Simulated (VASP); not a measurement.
# MgS (Fm-3m) in VASP: electric field gradients with PBE

Aim: the electric field gradients of MgS with PBE.

All numbers are computed with VASP 6.6.1; they aren't measurements. Logs are shortened: lines on timing, memory, paths and dates and some standing lists are left out, and cuts for length are marked.

### 1 The cell of the first run

Symmetry: Fm-3m, No. 225, cubic system. Conventional cell: a = 5.209 Å, b = 5.209 Å, c = 5.209 Å, α = 90.00°, β = 90.00°, γ = 90.00°. Mg (site symmetry m-3m) has 6 S at 2.60 Å within 3.4 Å. Within 3.4 Å of S (site symmetry m-3m) lie 6 Mg at 2.60 Å.

### 2 Electric field gradients, PBE

INCAR reads:

```
ALGO = Normal
EDIFF = 1E-8
ENCUT = 520
GGA = PE
ISIF = 2
ISMEAR = 0
LASPH = T
LCHARG = F
LEFG = T
LREAL = Auto
LWAVE = F
NBANDS = 46
NELM = 100
PREC = Accurate
SIGMA = 0.01
```

KPOINTS reads:

```
k-points
0
Gamma
  3 3 3
```

POSCAR reads:

```
MgS
1.0
    0.0000000000      5.2087951112      5.2087951112
    5.2087951112      0.0000000000      5.2087951112
    5.2087951112      5.2087951112      0.0000000000
Mg S
8 8
Direct
    0.0000000000      0.0000000000      0.0000000000
    0.0000000000      0.0000000000      0.5000000000
    0.0000000000      0.5000000000      0.0000000000
    0.0000000000      0.5000000000      0.5000000000
    0.5000000000      0.0000000000      0.0000000000
    0.5000000000      0.0000000000      0.5000000000
    0.5000000000      0.5000000000      0.0000000000
    0.5000000000      0.5000000000      0.5000000000
    0.2500000000      0.2500000000      0.2500000000
    0.2500000000      0.2500000000      0.7500000000
    0.2500000000      0.7500000000      0.2500000000
    0.2500000000      0.7500000000      0.7500000000
    0.7500000000      0.2500000000      0.2500000000
    0.7500000000      0.2500000000      0.7500000000
    0.7500000000      0.7500000000      0.2500000000
    0.7500000000      0.7500000000      0.7500000000
```

Potentials or basis: VASP PAW PBE potentials, release 64 (Mg, S).

The run is started by

```bash
cat potpaw_PBE.64/Mg/POTCAR potpaw_PBE.64/S/POTCAR > POTCAR
mpirun -np 1 vasp_std > vasp.out
```

OUTCAR:

```text
EDIFF = 1E-8
   ENCUT = 520
   GGA = PE
   ISIF = 2
   ISMEAR = 0
   LASPH = T
   LREAL = Auto
   NELM = 100
   PREC = Accurate

 ion  position               nearest neighbor table
   1  0.000  0.000  0.000-  10 2.60  11 2.60  12 2.60  13 2.60  14 2.60  15 2.60
   2  0.000  0.000  0.500-   9 2.60  11 2.60  12 2.60  13 2.60  14 2.60  16 2.60
   3  0.000  0.500  0.000-   9 2.60  10 2.60  12 2.60  13 2.60  15 2.60  16 2.60
   4  0.000  0.500  0.500-   9 2.60  10 2.60  11 2.60  14 2.60  15 2.60  16 2.60
   5  0.500  0.000  0.000-   9 2.60  10 2.60  11 2.60  14 2.60  15 2.60  16 2.60
   6  0.500  0.000  0.500-   9 2.60  10 2.60  12 2.60  13 2.60  15 2.60  16 2.60
[... 8 lines left out ...]
  15  0.750  0.750  0.250-   1 2.60   3 2.60   4 2.60   5 2.60   6 2.60   8 2.60
  16  0.750  0.750  0.750-   2 2.60   3 2.60   4 2.60   5 2.60   6 2.60   7 2.60
[... 6 lines left out ...]
 A1 = (   0.0000000000,   5.2087951112,   5.2087951112)
 A2 = (   5.2087951112,   0.0000000000,   5.2087951112)
 A3 = (   5.2087951112,   5.2087951112,   0.0000000000)

Analysis of symmetry for initial positions (statically):
=====================================================================
 Subroutine PRICEL returns following result:

  LATTYP: Found a face centered cubic cell.
 ALAT       =     5.2087951112

  Lattice vectors:

 A1 = (   0.0000000000,   2.6043975556,   2.6043975556)
 A2 = (   2.6043975556,   0.0000000000,   2.6043975556)
 A3 = (   2.6043975556,   2.6043975556,   0.0000000000)

   8 primitive cells build up your supercell.

 Routine SETGRP: Setting up the symmetry group for a
 face centered cubic supercell.

 Subroutine GETGRP returns: Found 48 space group operations
 (whereof 48 operations were pure point group operations)
 out of a pool of 48 trial point group operations.

The static configuration has the point symmetry O_h .

Analysis of symmetry for dynamics (positions and initial velocities):
=====================================================================
 Subroutine PRICEL returns following result:

  LATTYP: Found a face centered cubic cell.
 ALAT       =     5.2087951112

  Lattice vectors:

 A1 = (   0.0000000000,   2.6043975556,   2.6043975556)
 A2 = (   2.6043975556,   0.0000000000,   2.6043975556)
 A3 = (   2.6043975556,   2.6043975556,   0.0000000000)

   8 primitive cells build up your supercell.

 Routine SETGRP: Setting up the symmetry group for a
 face centered cubic supercell.

 Subroutine GETGRP returns: Found 48 space group operations
 (whereof 48 operations were pure point group operations)
 out of a pool of 48 trial point group operations.

The dynamic configuration has the point symmetry O_h .

 Subroutine INISYM returns: Found 48 space group operations
 (whereof 48 operations are pure point group operations),
 and found     8 'primitive' translations

----------------------------------------------------------------------------------------

                                     Primitive cell

  volume of cell :      35.3307

  direct lattice vectors                    reciprocal lattice vectors
     0.000000000  2.604397556  2.604397556    -0.191982979  0.191982979  0.191982979
     2.604397556  0.000000000  2.604397556     0.191982979 -0.191982979  0.191982979
     2.604397556  2.604397556  0.000000000     0.191982979  0.191982979 -0.191982979

  length of vectors
     3.683174345  3.683174345  3.683174345     0.332524273  0.332524273  0.332524273

  position of ions in fractional coordinates (direct lattice)
     0.000000000  0.000000000  0.000000000
     0.500000000  0.500000000  0.500000000

  ion indices of the primitive-cell ions
   primitive index   ion index
                 1           1
                 2           9

----------------------------------------------------------------------------------------

 KPOINTS: k-points

Automatic generation of k-mesh.
 Grid dimensions read from file:
 generate k-points for:    3    3    3

 Generating k-lattice:
[... 47 lines left out ...]
   ISIF   =      2    stress and relaxation
   ISYM   =      2    0-nonsym 1-usesym 2-fastsym
   POTIM  = 0.5000    time-step for ionic-motion
   TEBEG  =    0.0;   TEEND  =   0.0 temperature during run
   PSTRESS=    0.0 pullay stress
   NELECT =      64.0000    total number of electrons
   NUPDOWN=      -1.0000    fix difference up-down
   EMIN   =  10.00;   EMAX   =-10.00  energy-range for DOS
   EFERMI =   0.00;   METHOD = LEGACY
   ISMEAR =     0;   SIGMA  =   0.01  broadening in eV -4-tet -1-fermi 0-gaus
   EFERMI_NEDOS =   21; number of points for ismear=-14 and -15
   IALGO  =     38    algorithm
   IMIX   =      4    mixing-type and parameters
     AMIX     =   0.40;   BMIX     =  1.00
     AMIX_MAG =   1.60;   BMIX_MAG =  1.00
  volume/ion in A,a.u.               =      17.67       119.21
  Fermi-wavevector in a.u.,A,eV,Ry     =   0.997825  1.885615 13.546695  0.995654
  Thomas-Fermi vector in A             =   2.130007
   LORBIT       =      0    0 simple, 1 ext, 2 COOP (PROOUT), +10 PAW based schemes
   GGA     = PE    functional components
   LHFCALC =     F    Hartree Fock is set to
   AEXX    =    0.0000 exact exchange contribution
   IVDW    =     0    specifies the selected vdW correction
   LEPSILON=     F    determine dielectric tensor
   LRPA    =     F    only Hartree local field effects (RPA)
 non-spin polarized calculation
 Gauss-broadening in eV      SIGMA  =   0.01
  energy-cutoff  :      520.00
  volume of cell :      282.65
 maximum number of plane-waves:      7631
   NGX = 27   NGY = 27   NGZ = 27

 number of electron      63.9999999 magnetization

 Free energy of the ion-electron system (eV)
  ---------------------------------------------------
  ext. energy  EPLUGINS =         0.00000000
  ---------------------------------------------------
  free energy    TOTEN  =       -68.00139648 eV

  energy without entropy =      -68.00139648  energy(sigma->0) =      -68.00139648

 E-fermi :   3.7829     XC(G=0):  -9.6745

 val. band max:        3.6992989494   @ k =   0.0000   0.0000   0.0000
 cond. band min:       6.4657182388   @ k =   0.0000   0.0000   0.0000
 fundamental gap:      2.7664192894
 Fermi energy:         3.7828529335

 k-point     1 :       0.0000    0.0000    0.0000
  band No.  band energies     occupation
      1      -8.9499      2.00000
      2      -7.6523      2.00000
      3      -7.6523      2.00000
      4      -7.6523      2.00000
      5      -7.6523      2.00000
      6      -7.2835      2.00000
[... 177 lines left out ...]
     43      10.3223      0.00000
     44      10.3223      0.00000
 [bands above 44 left out]

------------------------ aborting loop because EDIFF is reached ----------------------------------------

  FORCE on cell =-STRESS in cart. coord.  units (eV):
  Direction    XX          YY          ZZ          XY          YZ          ZX
  --------------------------------------------------------------------------------------
  -------------------------------------------------------------------------------------
  Total        1.0645109      1.0645109      1.0645109      0.0000000     -0.0000000      0.0000000
  in kB        6.0341887      6.0341887      6.0341887      0.0000000     -0.0000000      0.0000000
  external PRESSURE =       6.0341887 kB  Pullay stress =       0.0000000 kB

 VOLUME and BASIS-vectors are now :
 -----------------------------------------------------------------------------
  energy-cutoff  :      520.00
  volume of cell :      282.65
      direct lattice vectors                 reciprocal lattice vectors
     0.000000000  5.208795111  5.208795111    -0.095991489  0.095991489  0.095991489
     5.208795111  0.000000000  5.208795111     0.095991489 -0.095991489  0.095991489
     5.208795111  5.208795111  0.000000000     0.095991489  0.095991489 -0.095991489

 POSITION                                       TOTAL-FORCE (eV/Angst)
 -----------------------------------------------------------------------------------
      0.00000      0.00000      0.00000         0.000000      0.000000     -0.000000
      2.60440      2.60440      0.00000         0.000000     -0.000000     -0.000000
      2.60440      0.00000      2.60440         0.000000     -0.000000      0.000000
      5.20880      2.60440      2.60440         0.000000     -0.000000      0.000000
      0.00000      2.60440      2.60440         0.000000      0.000000     -0.000000
      2.60440      5.20880      2.60440         0.000000      0.000000     -0.000000
[... 8 lines left out ...]
      5.20880      5.20880      7.81319        -0.000000      0.000000      0.000000
      7.81319      7.81319      7.81319        -0.000000     -0.000000     -0.000000
 -----------------------------------------------------------------------------------
    total drift:                               -0.000000     -0.000000     -0.000000

  FREE ENERGIE OF THE ION-ELECTRON SYSTEM (eV)
  ---------------------------------------------------
  free  energy   TOTEN  =       -68.0013964818 eV

  energy  without entropy=      -68.0013964818  energy(sigma->0) =      -68.00139648

 Electric field gradients (V/A^2)
---------------------------------------------------------------------
 ion       V_xx      V_yy      V_zz      V_xy      V_xz      V_yz
---------------------------------------------------------------------
   1      -0.000    -0.000     0.000     0.000     0.000     0.000
   2      -0.000    -0.000     0.000     0.000     0.000     0.000
   3      -0.000    -0.000     0.000     0.000     0.000     0.000
   4      -0.000    -0.000     0.000     0.000     0.000     0.000
   5       0.000    -0.000    -0.000     0.000     0.000     0.000
   6      -0.000    -0.000     0.000     0.000     0.000     0.000
[... 8 lines left out ...]
  15      -0.000    -0.000     0.000    -0.000    -0.000    -0.000
  16      -0.000    -0.000     0.000    -0.000    -0.000    -0.000
---------------------------------------------------------------------

 Electric field gradients after diagonalization (V/A^2)
 (convention: |V_zz| > |V_xx| > |V_yy|)
----------------------------------------------------------------------
 ion       V_xx      V_yy      V_zz     asymmetry (V_yy - V_xx)/ V_zz
----------------------------------------------------------------------
   1      -0.000    -0.000     0.000       0.000
   2      -0.000    -0.000     0.000       0.000
   3      -0.000    -0.000     0.000       0.000
   4      -0.000    -0.000     0.000       0.000
   5      -0.000    -0.000     0.000       0.000
   6      -0.000    -0.000     0.000       0.000
[... 8 lines left out ...]
  15       0.000     0.000    -0.001       0.000
  16       0.000     0.000    -0.001       0.000
----------------------------------------------------------------------

           NMR quadrupolar parameters

 Cq : quadrupolar parameter    Cq=e*Q*V_zz/h
 eta: asymmetry parameters     (V_yy - V_xx)/ V_zz
 Q  : nuclear electric quadrupole moment in mb (millibarn)
----------------------------------------------------------------------
 ion       Cq(MHz)       eta       Q (mb)
----------------------------------------------------------------------
   1       0.000       0.000       1.000
   2       0.000       0.000       1.000
   3       0.000       0.000       1.000
   4       0.000       0.000       1.000
   5       0.000       0.000       1.000
   6       0.000       0.000       1.000
[... 8 lines left out ...]
  15      -0.000       0.000       1.000
  16      -0.000       0.000       1.000
----------------------------------------------------------------------
```

Run time: 1.9 min. Hardware: 1 thread of Intel Xeon Platinum 8259CL at 2.50GHz (Skylake/Cascade Lake), shared host; peak memory 0.4 GiB.

What came out:

* Free energy: -68.0014 eV
* Pressure: 0.6 GPa
* Band gap on the k mesh: 2.77 eV

Caveat: without QUAD_EFG the Cq values of the log hold for a quadrupole moment of 1 mb, not for the nuclei. Expect the measured gap to be larger: semilocal functionals such as PBE lack the derivative discontinuity.
